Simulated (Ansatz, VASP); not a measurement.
Ir in VASP and in Ansatz

```
Ir
1.0
     0.00000    1.82371    1.96769
     1.82371    0.00000    1.96769
     1.82371    1.82371    0.00000
Ir
1
Cartesian
  0.0000 0.0000 0.0000
```

Change from the starting cell: strain -0.050 along x and y, +0.025 along z, atoms carried along.

Alike in both runs: task single point; functional r2SCAN; k mesh 22 × 22 × 22; occupations gaussian, width 0.15 eV; no spin polarisation.

```csv
,VASP,Ansatz
version,VASP 6.6.1,Ansatz 0.2.0
potentials or method,"VASP PAW PBE potentials, release 64 (Ir), cutoff 520 eV","scalar-relativistic, plane waves, PAW"
valence electrons in the cell,9,17
```

Ansatz gave:

| Quantity | Value |
| --- | --- |
| gap on the k mesh at the Fermi level (eV) | none |
| pressure (GPa) | 39.6 |
| traceless stress, the component that is largest in VASP (GPa) | -24.83 |

**Question.** What did VASP give for the same quantities?

**Answer.** gap on the k mesh at the Fermi level (eV): none; pressure (GPa): 43.6; traceless stress, the component that is largest in VASP (GPa): -24.95.

VASP's potentials were made for PBE, not for r2SCAN. A gap of «none» marks a metal or a gap that the smearing closes. Both programs put the cell under a high pressure, so it lies far from rest at this level. With one functional, cell and mesh, what is left measures potentials, basis and numerics. VASP's potentials hold 9 valence electrons a cell and Ansatz's 17, so a difference there can come from the potentials and not from the codes.

Neither program's run includes spin-orbit coupling.
